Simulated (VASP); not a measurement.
A run of VASP 6.6.1:

File INCAR:

```
ALGO = All
EDIFF = 1E-6
ENCUT = 530
GGA = PS
GGA_COMPAT = F
ISEARCH = 1
ISIF = 2
ISMEAR = 1
KPAR = 4
LASPH = T
LCHARG = F
LREAL = F
LWAVE = F
NBANDS = 17
NELM = 300
PREC = Accurate
SIGMA = 0.1
```

KPOINTS

```
k-points
0
Gamma
  12 12 7
```

The input POSCAR:

```
ReTc
1.0
    2.7492990000      0.0000000000      0.0000000000
   -1.3746500000      2.3809630000      0.0000000000
    0.0000000000      0.0000000000      4.4402670000
Tc Re
1 1
Direct
    0.0000000000      0.0000000000      0.0000000000
    0.3333333333      0.6666666667      0.5000000000
```

Potentials or basis: VASP PAW PBE potentials, release 64 (Tc_pv, Re).

Command:

```bash
$ cat potpaw_PBE.64/Tc_pv/POTCAR potpaw_PBE.64/Re/POTCAR > POTCAR
$ mpirun -np 4 vasp_std > vasp.out
```

Hardware: 4 MPI ranks on Intel(R) Xeon(R) Platinum 8259CL CPU @ 2.50GHz (Skylake/Cascade Lake) (shared host).

Question: Estimate the wall time of this run.

Answer: Wall time 31 s on 4 MPI ranks on Intel(R) Xeon(R) Platinum 8259CL CPU @ 2.50GHz (Skylake/Cascade Lake), on a shared host, peak memory 0.2 GiB a rank. Counts: scf iterations 31, k points 76.
